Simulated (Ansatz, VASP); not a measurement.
One calculation of BeTe, two programs

```
Te Be
1.0
     0.00000    2.71345    2.71345
     2.71345    0.00000    2.71345
     2.71345    2.71345    0.00000
Te Be
1 1
Direct
  0.75000 0.75000 0.75000
  0.00000 0.00000 0.00000
```

Alike in both runs: task single point; functional B3LYP; k mesh 4 × 4 × 4; occupations fermi-dirac, width 0.05 eV; no spin polarisation.

|  | VASP | Ansatz |
| --- | --- | --- |
| version | VASP 6.6.1 | Ansatz 0.2.0 |
| potentials or method | VASP PAW PBE potentials, release 64 (Te, Be) | Ansatz PAW |
| plane-wave cutoff (eV) | 520 | 420 |
| valence electrons in the cell | 8 | 18 |

```tsv
	VASP	Ansatz	Ansatz less VASP
gap on the k mesh at the Fermi level (eV)	3.08	3.07	-0.006
least direct gap on the mesh (eV)	4.91	4.89	-0.023
pressure (GPa)	11.7	11.7	-0.07
```

VASP's potentials were made for PBE, not for B3LYP. VASP's potentials hold 8 valence electrons a cell and Ansatz's 18, so a difference there can come from the potentials and not from the codes.

The k mesh is coarse, so the values compare programs but aren't converged. Neither program's run includes spin-orbit coupling.
